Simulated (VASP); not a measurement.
# Si7Ge (R3m) in VASP: further runs

Runs on Si7Ge. Level: PBEsol. Tasks: single point.

All numbers are computed with VASP 6.6.1; they aren't measurements. Logs are shortened: lines on timing, memory, paths and dates and some standing lists are left out, and cuts for length are marked.

## (1) The cell of the first run

Symmetry: R3m, No. 160, trigonal system. Conventional cell: a = 7.720 Å, b = 7.720 Å, c = 9.456 Å, α = 90.00°, β = 90.00°, γ = 120.00°. Within 3.1 Å of Si (site symmetry 3m) lie 3 Si at 2.37 Å and 1 Ge at 2.37 Å. Si (site symmetry m) has 4 Si at 2.36 to 2.37 Å within 3.1 Å. Within 3.1 Å of Si (site symmetry m) lie 3 Si at 2.36 Å and 1 Ge at 2.41 Å. Within 3.1 Å of Ge (site symmetry 3m) lie 4 Si at 2.37 to 2.41 Å.

## (2) Single point, PBEsol (mode 4 (110.9 1/cm) frozen in, largest displacement +0.150 Å)

Input file INCAR:

```
SYSTEM = Si7Ge
  ALGO = Normal
  EDIFF = 1E-6
  ENCUT = 520
  GGA = PS
  ISIF = 2
  ISMEAR = 0
  LASPH = .True.
  LCHARG = .False.
  LREAL = .False.
  LWAVE = .False.
  NBANDS = 31
  NELM = 80
  PREC = Accurate
  SIGMA = 0.03
```

Input file KPOINTS:

```
k-points
0
Gamma
  6 6 6
  0 0 0
```

Input file POSCAR:

```
Si7Ge
1.0
    5.4591768100      0.0000000000      0.0000000000
    0.0000000000      5.4591768100      0.0000000000
    0.0000000000      0.0000000000      5.4591768100
Si Ge
7 1
Direct
    0.2663083257      0.2663083257      0.2663083257
   -0.0200989416      0.4963375634      0.4963375634
    0.4963375634      0.4963375634     -0.0200989416
    0.4963375634     -0.0200989416      0.4963375634
    0.7440021046      0.2320866107      0.7440021046
    0.7440021046      0.7440021046      0.2320866107
    0.2320866107      0.7440021046      0.7440021046
    0.0158636629      0.0158636629      0.0158636629
```

Potentials or basis: VASP PAW PBE potentials, release 64 (Si, Ge_d).

Launch:

```
$ cat potpaw_PBE.64/Si/POTCAR potpaw_PBE.64/Ge_d/POTCAR > POTCAR
$ mpirun -np 1 vasp_std > vasp.out
```

OUTCAR:

```text
SYSTEM = Si7Ge
   EDIFF = 1E-6
   ENCUT = 520
   GGA = PS
   ISIF = 2
   ISMEAR = 0
   LASPH = .True.
   LREAL = .False.
   NELM = 80
   PREC = Accurate

 ion  position               nearest neighbor table
   1  0.266  0.266  0.266-   2 2.37   3 2.37   4 2.37   8 2.37
   2  0.980  0.496  0.496-   7 2.36   6 2.36   5 2.36   1 2.37
   3  0.496  0.496  0.980-   6 2.36   5 2.36   7 2.36   1 2.37
   4  0.496  0.980  0.496-   5 2.36   6 2.36   7 2.36   1 2.37
   5  0.744  0.232  0.744-   4 2.36   3 2.36   2 2.36   8 2.41
   6  0.744  0.744  0.232-   3 2.36   2 2.36   4 2.36   8 2.41
   7  0.232  0.744  0.744-   2 2.36   3 2.36   4 2.36   8 2.41
   8  0.016  0.016  0.016-   1 2.37   5 2.41   6 2.41   7 2.41

  LATTYP: Found a simple cubic cell.
 ALAT       =     5.4591768100

  Lattice vectors:

 A1 = (   5.4591768100,   0.0000000000,   0.0000000000)
 A2 = (   0.0000000000,   5.4591768100,   0.0000000000)
 A3 = (   0.0000000000,   0.0000000000,   5.4591768100)

Analysis of symmetry for initial positions (statically):
=====================================================================
 Subroutine PRICEL returns:
 Original cell was already a primitive cell.

 Routine SETGRP: Setting up the symmetry group for a
 simple cubic supercell.

 Subroutine GETGRP returns: Found  6 space group operations
 (whereof  6 operations were pure point group operations)
 out of a pool of 48 trial point group operations.

The static configuration has the point symmetry C_3v.

Analysis of symmetry for dynamics (positions and initial velocities):
=====================================================================
 Subroutine PRICEL returns:
 Original cell was already a primitive cell.

 Routine SETGRP: Setting up the symmetry group for a
 simple cubic supercell.

 Subroutine GETGRP returns: Found  6 space group operations
 (whereof  6 operations were pure point group operations)
 out of a pool of 48 trial point group operations.

The dynamic configuration has the point symmetry C_3v.

 Subroutine INISYM returns: Found  6 space group operations
 (whereof  6 operations are pure point group operations),
 and found     1 'primitive' translations

----------------------------------------------------------------------------------------

                                     Primitive cell

  volume of cell :     162.6977

  direct lattice vectors                    reciprocal lattice vectors
     5.459176810  0.000000000  0.000000000     0.183177800  0.000000000  0.000000000
[... 107 lines left out ...]
   TEBEG  =    0.0;   TEEND  =   0.0 temperature during run
   PSTRESS=    0.0 pullay stress
   NELECT =      42.0000    total number of electrons
   NUPDOWN=      -1.0000    fix difference up-down
   EMIN   =  10.00;   EMAX   =-10.00  energy-range for DOS
   EFERMI =   0.00;   METHOD = LEGACY
   ISMEAR =     0;   SIGMA  =   0.03  broadening in eV -4-tet -1-fermi 0-gaus
   EFERMI_NEDOS =   21; number of points for ismear=-14 and -15
   IALGO  =     38    algorithm
   IMIX   =      4    mixing-type and parameters
     AMIX     =   0.40;   BMIX     =  1.00
     AMIX_MAG =   1.60;   BMIX_MAG =  1.00
  volume/ion in A,a.u.               =      20.34       137.24
  Fermi-wavevector in a.u.,A,eV,Ry     =   1.042391  1.969834 14.783813  1.086580
  Thomas-Fermi vector in A             =   2.177054
   LORBIT       =      0    0 simple, 1 ext, 2 COOP (PROOUT), +10 PAW based schemes
   GGA     = PS    functional components
   LHFCALC =     F    Hartree Fock is set to
   AEXX    =    0.0000 exact exchange contribution
   IVDW    =     0    specifies the selected vdW correction
   LEPSILON=     F    determine dielectric tensor
   LRPA    =     F    only Hartree local field effects (RPA)
 non-spin polarized calculation
 Gauss-broadening in eV      SIGMA  =   0.03
  energy-cutoff  :      520.00
  volume of cell :      162.70
 maximum number of plane-waves:      4416
 NGX is ok and might be reduce to    42
   NGX = 21   NGY = 21   NGZ = 21

 number of electron      41.9999990 magnetization

 Free energy of the ion-electron system (eV)
  ---------------------------------------------------
  ext. energy  EPLUGINS =         0.00000000
  ---------------------------------------------------
  free energy    TOTEN  =       -45.02581816 eV

  energy without entropy =      -45.02581816  energy(sigma->0) =      -45.02581816

 E-fermi :   5.7450     XC(G=0):  -9.6494

 val. band max:        5.6110588619   @ k =   0.0000   0.0000   0.0000
 cond. band min:       5.9844304298   @ k =   0.0000   0.0000   0.0000
 fundamental gap:      0.3733715679
 Fermi energy:         5.7449984131

 k-point     1 :       0.0000    0.0000    0.0000
  band No.  band energies     occupation
      1     -18.4638      2.00000
      2     -18.4638      2.00000
      3     -18.4516      2.00000
      4     -18.4350      2.00000
      5     -18.4350      2.00000
      6      -6.4347      2.00000
[... 805 lines left out ...]
     30      10.2243      0.00000
     31      10.2619      0.00000

 [... further k-points ...]

------------------------ aborting loop because EDIFF is reached ----------------------------------------

  FORCE on cell =-STRESS in cart. coord.  units (eV):
  Direction    XX          YY          ZZ          XY          YZ          ZX
  --------------------------------------------------------------------------------------
  -------------------------------------------------------------------------------------
  Total       -0.4481186     -0.4481186     -0.4481186      0.2224987      0.2224987      0.2224987
  in kB       -4.4128791     -4.4128791     -4.4128791      2.1910714      2.1910714      2.1910714
  external PRESSURE =      -4.4128791 kB  Pullay stress =       0.0000000 kB

 VOLUME and BASIS-vectors are now :
 -----------------------------------------------------------------------------
  energy-cutoff  :      520.00
  volume of cell :      162.70
      direct lattice vectors                 reciprocal lattice vectors
     5.459176810  0.000000000  0.000000000     0.183177800  0.000000000  0.000000000
     0.000000000  5.459176810  0.000000000     0.000000000  0.183177800  0.000000000
     0.000000000  0.000000000  5.459176810     0.000000000  0.000000000  0.183177800

 POSITION                                       TOTAL-FORCE (eV/Angst)
 -----------------------------------------------------------------------------------
      1.45382      1.45382      1.45382        -0.036791     -0.036791     -0.036791
      5.34945      2.70959      2.70959         0.154023     -0.028441     -0.028441
      2.70959      2.70959      5.34945        -0.028441     -0.028441      0.154023
      2.70959      5.34945      2.70959        -0.028441      0.154023     -0.028441
      4.06164      1.26700      4.06164         0.084600      0.146711      0.084600
      4.06164      4.06164      1.26700         0.084600      0.084600      0.146711
      1.26700      4.06164      4.06164         0.146711      0.084600      0.084600
      0.08660      0.08660      0.08660        -0.376260     -0.376260     -0.376260
 -----------------------------------------------------------------------------------
    total drift:                               -0.001098     -0.001098     -0.001080

  FREE ENERGIE OF THE ION-ELECTRON SYSTEM (eV)
  ---------------------------------------------------
  free  energy   TOTEN  =       -45.0258181616 eV

  energy  without entropy=      -45.0258181616  energy(sigma->0) =      -45.02581816
```

stdout:

```text
POSCAR found type information on POSCAR SiGe
 POSCAR found :  2 types and       8 ions
 scaLAPACK will be used
 -----------------------------------------------------------------------------
|                                                                             |
|                                                                             |
|     You enforced a specific xc type in the INCAR file but a different       |
|     I HOPE YOU KNOW WHAT YOU ARE DOING!                                     |
|                                                                             |
 -----------------------------------------------------------------------------

 LDA part: xc-table for (Slater+PW92), standard interpolation
 POSCAR, INCAR and KPOINTS ok, starting setup
 FFT: planning ... GRIDC
 FFT: planning ... GRID_SOFT
 FFT: planning ... GRID
 WAVECAR not read
 entering main loop
```

Wall time 2 min (1 thread of Intel Xeon Platinum 8124M at 3.00GHz (Skylake/Cascade Lake), shared host); peak memory 0.33 GiB.

Results:

```yaml
Free_energy: -45.0258 eV
Pressure: -0.4 GPa
Largest_force: 0.652 eV/Å
Band_gap_on_the_k_mesh: 0.37 eV, direct
```

Forces in eV/Å, atoms in the order of the input:
```
Si  -0.037 -0.037 -0.037
Si   0.154 -0.028 -0.028
Si  -0.028 -0.028  0.154
Si  -0.028  0.154 -0.028
Si   0.085  0.147  0.085
Si   0.085  0.085  0.147
Si   0.147  0.085  0.085
Ge  -0.376 -0.376 -0.376
```

Levels at points of the mesh, in eV from the valence-band top:
| k point | band 19 | band 20 | band 21 | band 22 | band 23 | band 24 |
| --- | --- | --- | --- | --- | --- | --- |
| (0.00, 0.00, 0.00) | -0.16 | 0.00 | 0.00 | 0.37 | 0.70 | 0.75 |
| (0.50, 0.00, 0.00) | -1.92 | -1.79 | -1.77 | 0.97 | 1.13 | 2.97 |
| (0.50, 0.50, 0.00) | -1.29 | -1.23 | -1.19 | 2.27 | 2.29 | 2.32 |
| (0.50, 0.50, 0.50) | -1.10 | -0.97 | -0.97 | 0.97 | 1.42 | 1.46 |

Caveat: the cell differs from its parent crystal (mode 4 (110.9 1/cm) frozen in, largest displacement +0.150 Å); the PAW data sets were made with another functional, which shifts forces and pressure a little. A k mesh can miss the band edges.

## (3) Single point, PBEsol (mode 4 (110.9 1/cm) frozen in, largest displacement +0.263 Å)

Input file INCAR:

```
PREC = Accurate
ENCUT = 520
EDIFF = 1E-6
ISMEAR = 0
SIGMA = 0.03
LREAL = F
LASPH = T
NELM = 100
ALGO = Normal
ISIF = 2
LWAVE = F
LCHARG = F
GGA = PS
NBANDS = 31
```

Input file KPOINTS:

```
Automatic mesh
0
Gamma
  6 6 6
```

Input file POSCAR:

```
Si7Ge
1.0
    5.4591768100      0.0000000000      0.0000000000
    0.0000000000      5.4591768100      0.0000000000
    0.0000000000      0.0000000000      5.4591768100
Si Ge
7 1
Direct
    0.2765913085      0.2765913085      0.2765913085
   -0.0351731479      0.4935907360      0.4935907360
    0.4935907360      0.4935907360     -0.0351731479
    0.4935907360     -0.0351731479      0.4935907360
    0.7414519444      0.2167033075      0.7414519444
    0.7414519444      0.7414519444      0.2167033075
    0.2167033075      0.7414519444      0.7414519444
    0.0277614100      0.0277614100      0.0277614100
```

Potentials or basis: VASP PAW PBE potentials, release 64 (Si, Ge_d).

Launch:

```
$ cat potpaw_PBE.64/Si/POTCAR potpaw_PBE.64/Ge_d/POTCAR > POTCAR
$ mpirun -np 1 vasp_std > vasp.out
```

Wall time 1.9 min (1 thread of Intel Xeon Platinum 8124M at 3.00GHz (Skylake/Cascade Lake), shared host); peak memory 0.33 GiB.

It converged, with:

```
Free energy            : -44.7968 eV
Pressure               : -1.4 GPa
Largest force          : 1.329 eV/Å
Band gap on the k mesh : 0.28 eV, indirect (least direct gap 0.33 eV)
```

Forces in eV/Å, atoms in the order of the input:
```
Si  -0.006 -0.006 -0.006
Si   0.297 -0.109 -0.109
Si  -0.109 -0.109  0.297
Si  -0.109  0.297 -0.109
Si   0.204  0.286  0.204
Si   0.204  0.204  0.286
Si   0.286  0.204  0.204
Ge  -0.767 -0.767 -0.767
```

Stress tensor (GPa, compression positive):
```
-1.37  0.46  0.46
 0.46 -1.37  0.46
 0.46  0.46 -1.37
```

Levels at points of the mesh, in eV from the valence-band top:
```
           k point  band 19  band 20  band 21  band 22  band 23  band 24
(0.00, 0.00, 0.00)    -0.46    -0.05    -0.05     0.28     0.75     0.75
(0.50, 0.00, 0.00)    -1.87    -1.73    -1.70     0.93     1.09     2.80
(0.50, 0.50, 0.00)    -1.25    -1.17    -1.10     2.17     2.25     2.27
(0.50, 0.50, 0.50)    -1.12    -0.84    -0.84     0.89     1.31     1.44
```

Caveat: the cell differs from its parent crystal (mode 4 (110.9 1/cm) frozen in, largest displacement +0.263 Å); the PAW data sets were made with another functional, which shifts forces and pressure a little. A k mesh can miss the band edges.
